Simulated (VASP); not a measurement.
Runs of VASP 6.6.1 on In3Cu. It takes space group Pm-3m (No. 221, cubic). Conventional cell: a = 4.483 Å, b = 4.483 Å, c = 4.483 Å, α = 90.00°, β = 90.00°, γ = 90.00°. Within 4.2 Å of In (site symmetry 4/mmm) lie 8 In at 3.17 Å and 4 Cu at 3.17 Å. Within 4.2 Å of Cu (site symmetry m-3m) lie 12 In at 3.17 Å. 

```csv
level,cutoff (eV),gap on the mesh (eV),pressure (GPa)
RPBE,600,none,2.9
PBE,600,none,(a)
revPBE,600,none,2.4
r2SCAN,660,none,-1.6
BLYP,600,none,(b)
```

Alike in all rows: task single point; potentials or basis VASP PAW PBE potentials, release 64 (In_d, Cu); no spin polarisation; cell as given; k mesh 5 × 5 × 5; smearing gaussian 0.2 eV.

Question: Estimate the missing entries.

Answer: (a) 0.9; (b) 5.7.

Caveats: spin-orbit coupling is left out, which moves the levels of the heavy elements; the PAW data sets were made with another functional, which shifts forces and pressure a little (at least some runs); the cell stands under pressure (at least some runs).

A k mesh can miss the band edges, and the runs leave out spin-orbit coupling on In.

A gap of «none» marks levels without a gap at the run's occupations.
